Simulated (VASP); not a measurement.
# MgCd3Te4 (P-4m2) in VASP: relaxation of cell and atoms with PBE

Aim: the relaxation of cell and atoms of MgCd3Te4 with PBE.

All numbers are computed with VASP 6.6.1; they aren't measurements. Logs are shortened: lines on timing, memory, paths and dates and some standing lists are left out, and cuts for length are marked.

### Step 1. The cell of the first run

The structure is tetragonal, space group P-4m2 (No. 115). The conventional cell has a = 4.315 Å, b = 4.315 Å, c = 12.205 Å, α = 90.00°, β = 90.00°, γ = 90.00°. Mg (site symmetry -4m2) has 4 Te at 2.64 Å within 3.5 Å. Cd (site symmetry -4m2) has 4 Te at 2.64 Å within 3.5 Å. Within 3.5 Å of Cd (site symmetry 2mm) lie 4 Te at 2.64 Å. Within 3.5 Å of Te (site symmetry 2mm) lie 2 Cd at 2.64 Å and 2 Mg at 2.64 Å. Te (site symmetry 2mm) has 4 Cd at 2.64 Å within 3.5 Å.

### Step 2. Relaxation of cell and atoms, PBE

INCAR reads:

```
SYSTEM = MgCd3Te4
PREC = Accurate
ENCUT = 600
EDIFF = 1E-7
ISMEAR = 0
SIGMA = 0.1
LREAL = .FALSE.
LASPH = .TRUE.
NELM = 60
ALGO = Normal
ISIF = 3
LWAVE = .FALSE.
LCHARG = .FALSE.
GGA = PE
IBRION = 2
NSW = 90
EDIFFG = -0.04
```

KPOINTS reads:

```
regular mesh
0
G
  4 4 2
  0 0 0
```

POSCAR reads:

```
MgCd3Te4
1.0
    4.3151379500      0.0000000000      0.0000000000
    0.0000000000      4.3151379500      0.0000000000
    0.0000000000      0.0000000000     12.2050532300
Mg Cd Te
1 3 4
Direct
    0.0000000000      0.0000000000      0.5000000000
    0.0000000000      0.0000000000      0.0000000000
    0.5000000000      0.5000000000      0.2500000000
    0.5000000000      0.5000000000      0.7500000000
    0.5000000000      0.0000000000      0.3750000000
    0.0000000000      0.5000000000      0.6250000000
    0.5000000000      0.0000000000      0.8750000000
    0.0000000000      0.5000000000      0.1250000000
```

Potentials or basis: VASP PAW PBE potentials, release 64 (Mg, Cd, Te).

Launch:

```sh
$ cat potpaw_PBE.64/Mg/POTCAR potpaw_PBE.64/Cd/POTCAR potpaw_PBE.64/Te/POTCAR > POTCAR
$ mpirun -np 1 vasp_std > vasp.out
```

OUTCAR:

```text
SYSTEM = MgCd3Te4
   PREC = Accurate
   ENCUT = 600
   EDIFF = 1E-7
   ISMEAR = 0
   LREAL = .FALSE.
   LASPH = .TRUE.
   NELM = 60
   ISIF = 3
   GGA = PE
   IBRION = 2
   NSW = 90
   EDIFFG = -0.04

 ion  position               nearest neighbor table
   1  0.000  0.000  0.500-   5 2.64   6 2.64   6 2.64   5 2.64
   2  0.000  0.000  0.000-   7 2.64   8 2.64   8 2.64   7 2.64
   3  0.500  0.500  0.250-   5 2.64   8 2.64   5 2.64   8 2.64
   4  0.500  0.500  0.750-   6 2.64   7 2.64   7 2.64   6 2.64
   5  0.500  0.000  0.375-   1 2.64   3 2.64   3 2.64   1 2.64
   6  0.000  0.500  0.625-   1 2.64   4 2.64   1 2.64   4 2.64
   7  0.500  0.000  0.875-   2 2.64   4 2.64   4 2.64   2 2.64
   8  0.000  0.500  0.125-   2 2.64   3 2.64   2 2.64   3 2.64

  LATTYP: Found a simple tetragonal cell.
 ALAT       =     4.3151379500
 C/A-ratio  =     2.8284271260

  Lattice vectors:

 A1 = (   4.3151379500,   0.0000000000,   0.0000000000)
 A2 = (   0.0000000000,   4.3151379500,   0.0000000000)
 A3 = (   0.0000000000,   0.0000000000,  12.2050532300)

Analysis of symmetry for initial positions (statically):
=====================================================================
 Subroutine PRICEL returns:
 Original cell was already a primitive cell.

 Routine SETGRP: Setting up the symmetry group for a
 simple tetragonal supercell.

 Subroutine GETGRP returns: Found  8 space group operations
 (whereof  8 operations were pure point group operations)
 out of a pool of 16 trial point group operations.

The static configuration has the point symmetry D_2d.

Analysis of symmetry for dynamics (positions and initial velocities):
=====================================================================
 Subroutine PRICEL returns:
 Original cell was already a primitive cell.

 Routine SETGRP: Setting up the symmetry group for a
 simple tetragonal supercell.

 Subroutine GETGRP returns: Found  8 space group operations
 (whereof  8 operations were pure point group operations)
 out of a pool of 16 trial point group operations.

The dynamic configuration has the point symmetry D_2d.

 Subroutine INISYM returns: Found  8 space group operations
 (whereof  8 operations are pure point group operations),
 and found     1 'primitive' translations

----------------------------------------------------------------------------------------

                                     Primitive cell

  volume of cell :     227.2632

  direct lattice vectors                    reciprocal lattice vectors
     4.315137950  0.000000000  0.000000000     0.231742302  0.000000000  0.000000000
     0.000000000  4.315137950  0.000000000     0.000000000  0.231742302  0.000000000
     0.000000000  0.000000000 12.205053230     0.000000000  0.000000000  0.081933276

  length of vectors
     4.315137950  4.315137950 12.205053230     0.231742302  0.231742302  0.081933276

  position of ions in fractional coordinates (direct lattice)
     0.000000000  0.000000000  0.500000000
     0.000000000  0.000000000  0.000000000
     0.500000000  0.500000000  0.250000000
     0.500000000  0.500000000  0.750000000
     0.500000000  0.000000000  0.375000000
     0.000000000  0.500000000  0.625000000
     0.500000000  0.000000000  0.875000000
     0.000000000  0.500000000  0.125000000

  ion indices of the primitive-cell ions
   primitive index   ion index
                 1           1
                 2           2
                 3           3
                 4           4
                 5           5
                 6           6
                 7           7
                 8           8

----------------------------------------------------------------------------------------

 KPOINTS: regular mesh

Automatic generation of k-mesh.
 Grid dimensions read from file:
 generate k-points for:    4    4    2

 Generating k-lattice:

  Cartesian coordinates                     Fractional coordinates (reciprocal lattice)
     0.057935575  0.000000000  0.000000000     0.250000000  0.000000000  0.000000000
     0.000000000  0.057935575  0.000000000     0.000000000  0.250000000  0.000000000
     0.000000000  0.000000000  0.040966638     0.000000000  0.000000000  0.500000000

  Length of vectors
     0.057935575  0.057935575  0.040966638

  Shift w.r.t. Gamma in fractional coordinates (k-lattice)
     0.000000000  0.000000000  0.000000000

 Subroutine IBZKPT returns following result:
 ===========================================

 Found     12 irreducible k-points:

 Following reciprocal coordinates:
            Coordinates               Weight
  0.000000  0.000000  0.000000      1.000000
  0.250000  0.000000  0.000000      4.000000
  0.500000  0.000000  0.000000      2.000000
  0.250000  0.250000  0.000000      4.000000
  0.500000  0.250000  0.000000      4.000000
  0.500000  0.500000  0.000000      1.000000
  0.000000  0.000000  0.500000      1.000000
  0.250000  0.000000  0.500000      4.000000
  0.500000  0.000000  0.500000      2.000000
  0.250000  0.250000  0.500000      4.000000
  0.500000  0.250000  0.500000      4.000000
  0.500000  0.500000  0.500000      1.000000
   k-points           NKPTS =     12   k-points in BZ     NKDIM =     12   number of bands    NBANDS=     37
   number of dos      NEDOS =    301   number of ions     NIONS =      8
   total plane-waves  NPLWV = 127008
   dimension x,y,z NGX =    36 NGY =   36 NGZ =   98
   dimension x,y,z NGXF=    72 NGYF=   72 NGZF=  196
   ions per type =               1   3   4
   NGX,Y,Z   is equivalent  to a cutoff of  13.87, 13.87, 13.35 a.u.
   NGXF,Y,Z  is equivalent  to a cutoff of  27.74, 27.74, 26.70 a.u.
 SYSTEM =  MgCd3Te4
   PREC   = accura    normal or accurate (medium, high low for compatibility)
   ISTART =      0    job   : 0-new  1-cont  2-samecut
   ICHARG =      2    charge: 1-file 2-atom 10-const
   ISPIN  =      1    spin polarized calculation?
   LNONCOLLINEAR =      F non collinear calculations
   LSORBIT =      F    spin-orbit coupling
   LASPH  =      T    aspherical Exc in radial PAW
   ENCUT  =  600.0 eV  44.10 Ry    6.64 a.u.   8.62  8.62 24.38*2*pi/ulx,y,z
   NELM   =     60;   NELMIN=  2; NELMDL= -5     # of ELM steps
   EDIFF  = 0.1E-06   stopping-criterion for ELM
   LREAL  =      F    real-space projection
   EDIFFG = -.4E-01   stopping-criterion for IOM
   NSW    =     90    number of steps for IOM
   IBRION =      2    ionic relax: 0-MD 1-quasi-New 2-CG
   NFREE  =      1    steps in history (QN), initial steepest desc. (CG)
   ISIF   =      3    stress and relaxation
   ISYM   =      2    0-nonsym 1-usesym 2-fastsym
   POTIM  = 0.5000    time-step for ionic-motion
   TEBEG  =    0.0;   TEEND  =   0.0 temperature during run
   PSTRESS=    0.0 pullay stress
   NELECT =      62.0000    total number of electrons
   NUPDOWN=      -1.0000    fix difference up-down
   EMIN   =  10.00;   EMAX   =-10.00  energy-range for DOS
   EFERMI =   0.00;   METHOD = LEGACY
   ISMEAR =     0;   SIGMA  =   0.10  broadening in eV -4-tet -1-fermi 0-gaus
   EFERMI_NEDOS =   21; number of points for ismear=-14 and -15
   IALGO  =     38    algorithm
   IMIX   =      4    mixing-type and parameters
     AMIX     =   0.40;   BMIX     =  1.00
     AMIX_MAG =   1.60;   BMIX_MAG =  1.00
  volume/ion in A,a.u.               =      28.41       191.71
  Fermi-wavevector in a.u.,A,eV,Ry     =   1.061767  2.006448 15.338504  1.127348
  Thomas-Fermi vector in A             =   2.197194
   LORBIT       =      0    0 simple, 1 ext, 2 COOP (PROOUT), +10 PAW based schemes
   GGA     = PE    functional components
   LHFCALC =     F    Hartree Fock is set to
   AEXX    =    0.0000 exact exchange contribution
   IVDW    =     0    specifies the selected vdW correction
   LEPSILON=     F    determine dielectric tensor
   LRPA    =     F    only Hartree local field effects (RPA)
 conjugate gradient relaxation of ions
 non-spin polarized calculation
 Gauss-broadening in eV      SIGMA  =   0.10
  energy-cutoff  :      600.00
  volume of cell :      227.26
 maximum number of plane-waves:      7642
 NGX is ok and might be reduce to    36
   NGX = 17   NGY = 17   NGZ = 49

--------------------------------------- Ionic step        1  -------------------------------------------

 number of electron      61.9999994 magnetization

 Free energy of the ion-electron system (eV)
  ---------------------------------------------------
  ext. energy  EPLUGINS =         0.00000000
  ---------------------------------------------------
  free energy    TOTEN  =       -18.59244386 eV

  energy without entropy =      -18.59244386  energy(sigma->0) =      -18.59244386

------------------------ aborting loop because EDIFF is reached ----------------------------------------

  FORCE on cell =-STRESS in cart. coord.  units (eV):
  Direction    XX          YY          ZZ          XY          YZ          ZX
  --------------------------------------------------------------------------------------
  -------------------------------------------------------------------------------------
  Total       20.3479355     20.3479355     19.7670030      0.0000000      0.0000000     -0.0000000
  in kB      143.4504411    143.4504411    139.3549387      0.0000000      0.0000000     -0.0000000
  external PRESSURE =     142.0852737 kB  Pullay stress =       0.0000000 kB
[... 321 lines left out ...]
  energy  without entropy=      -20.7565523914  energy(sigma->0) =      -20.75655239

--------------------------------------- Ionic step        9  -------------------------------------------

 number of electron      62.0000008 magnetization

 Free energy of the ion-electron system (eV)
  ---------------------------------------------------
  ext. energy  EPLUGINS =         0.00000000
  ---------------------------------------------------
  free energy    TOTEN  =       -20.75747873 eV

  energy without entropy =      -20.75747873  energy(sigma->0) =      -20.75747873

 E-fermi :   2.2262     XC(G=0):  -8.1628

 val. band max:        1.7743900689   @ k =   0.0000   0.0000   0.0000
 cond. band min:       2.7224260735   @ k =   0.0000   0.0000   0.0000
 fundamental gap:      0.9480360045
 Fermi energy:         2.2262248920

 k-point     1 :       0.0000    0.0000    0.0000
  band No.  band energies     occupation
      1      -8.8957      2.00000
      2      -8.6473      2.00000
      3      -8.6300      2.00000
      4      -8.3036      2.00000
      5      -6.1921      2.00000
      6      -6.1921      2.00000
[... 504 lines left out ...]
  FREE ENERGIE OF THE ION-ELECTRON SYSTEM (eV)
  ---------------------------------------------------
  free  energy   TOTEN  =       -20.7574787299 eV

  energy  without entropy=      -20.7574787299  energy(sigma->0) =      -20.75747873

 reached required accuracy - stopping structural energy minimisation
```

Run time: 21 min. Hardware: 1 thread of Intel Xeon Platinum 8259CL at 2.50GHz (Skylake/Cascade Lake), shared host; peak memory 0.43 GiB.

What came out:

* Free energy: -20.7575 eV
* Relaxed volume: 35.90 Å³/atom
* Relaxed cell: a = 4.689 Å, b = 4.689 Å, c = 13.060 Å, α = 90.00°, β = 90.00°, γ = 90.00°
* Space group after relaxing (to 0.05 Å): P-4m2 (No. 115)
* Energy gained by relaxing: 270.6 meV/atom
* Ionic steps: 9
* Pressure after relaxing: 0.0 GPa
* Largest force after relaxing: 0.035 eV/Å
* Band gap on the k mesh: 0.95 eV, direct

Forces in eV/Å, atoms in the order of the input:
```
Mg   0.000  0.000  0.000
Cd   0.000  0.000  0.000
Cd   0.000  0.000  0.025
Cd   0.000  0.000 -0.025
Te   0.000  0.000 -0.012
Te   0.000  0.000  0.012
Te   0.000  0.000 -0.035
Te   0.000  0.000  0.035
```

Step by step:
| step | energy change (eV) | largest force (eV/Å) | pressure (GPa) | volume (Å³) |
| --- | --- | --- | --- | --- |
| 1 | 0.0000 | 0.7123 | 14.21 | 227.26 |
| 2 | -1.8201 | 0.0716 | -2.97 | 320.60 |
| 3 | -2.1578 | 0.1102 | 0.11 | 286.62 |
| 4 | -2.1582 | 0.1042 | -0.04 | 287.91 |
| 5 | -2.1598 | 0.0845 | -0.04 | 287.83 |
| 6 | -2.1631 | 0.0531 | -0.02 | 287.58 |
| 7 | -2.1629 | 0.0921 | 0.01 | 287.07 |
| 8 | -2.1641 | 0.0544 | -0.01 | 287.33 |
| 9 | -2.1650 | 0.0353 | 0.01 | 287.17 |

Final structure:
```
CELL_PARAMETERS angstrom
4.68922 0.00000 0.00000
0.00000 4.68922 0.00000
0.00000 0.00000 13.05987
ATOMIC_POSITIONS crystal
Mg 0.00000 0.00000 0.50000
Cd 0.00000 0.00000 0.00000
Cd 0.50000 0.50000 0.25194
Cd 0.50000 0.50000 0.74806
Te 0.50000 0.00000 0.37951
Te 0.00000 0.50000 0.62049
Te 0.50000 0.00000 0.87441
Te 0.00000 0.50000 0.12559
```

Levels at points of the mesh, in eV from the valence-band top:
| k point | band 27 | band 28 | band 29 | band 30 | band 31 | band 32 | band 33 | band 34 | band 35 | band 36 |
| --- | --- | --- | --- | --- | --- | --- | --- | --- | --- | --- |
| (0.00, 0.00, 0.00) | -0.84 | -0.84 | 0.00 | 0.00 | 0.00 | 0.95 | 2.72 | 2.75 | 2.95 | 3.33 |
| (0.50, 0.00, 0.00) | -0.64 | -0.63 | -0.60 | -0.58 | -0.55 | 1.84 | 2.20 | 3.14 | 3.54 | 5.10 |
| (0.50, 0.50, 0.00) | -1.82 | -1.53 | -1.52 | -1.52 | -1.49 | 2.58 | 2.77 | 2.77 | 3.10 | 4.19 |
| (0.00, 0.00, 0.50) | -0.89 | -0.43 | -0.43 | -0.21 | -0.21 | 1.91 | 2.23 | 2.73 | 2.99 | 3.14 |
| (0.50, 0.00, 0.50) | -1.09 | -0.89 | -0.63 | -0.60 | -0.59 | 2.47 | 2.51 | 2.55 | 3.27 | 4.88 |
| (0.50, 0.50, 0.50) | -1.72 | -1.70 | -1.70 | -1.65 | -1.65 | 3.12 | 3.35 | 3.35 | 3.39 | 3.41 |

Caveat: the volume moved by over 15 % at a fixed basis, so the end points are rough; spin-orbit coupling is left out, which moves the levels of the heavy elements. Expect the measured gap to be larger: semilocal functionals such as PBE lack the derivative discontinuity.
